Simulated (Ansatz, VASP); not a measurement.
One calculation of W, two programs

```
CELL_PARAMETERS angstrom
-1.57666 1.57666 1.57666
1.57666 -1.57666 1.57666
1.57666 1.57666 -1.57666
ATOMIC_POSITIONS crystal
W 0.00000 0.00000 0.00000
```

Alike in both runs: task relaxation of cell and atoms; functional PBEsol; k mesh 16 × 16 × 16; occupations fermi-dirac, width 0.15 eV; no spin polarisation.

```csv
,VASP,Ansatz
version,VASP 6.6.1,Ansatz 0.2.0
potentials or method,"VASP PAW PBE potentials, release 64 (W_sv), cutoff 500 eV","scalar-relativistic, plane waves, PAW"
valence electrons in the cell,14,14
```

```tsv
	VASP	Ansatz	Ansatz less VASP
gap on the k mesh at the Fermi level, each at its own relaxed structure (eV)	none	none	-
relaxed volume (Å³/atom)	15.72	15.69	-0.028
relaxed cell length with the largest relative difference (Å)	2.733	2.732	-0.0016
```

VASP's potentials were made for PBE, not for PBEsol, and Ansatz warns of the same on its side. A gap of «none» marks a metal or a gap that the smearing closes.

Spin-orbit coupling is off throughout.
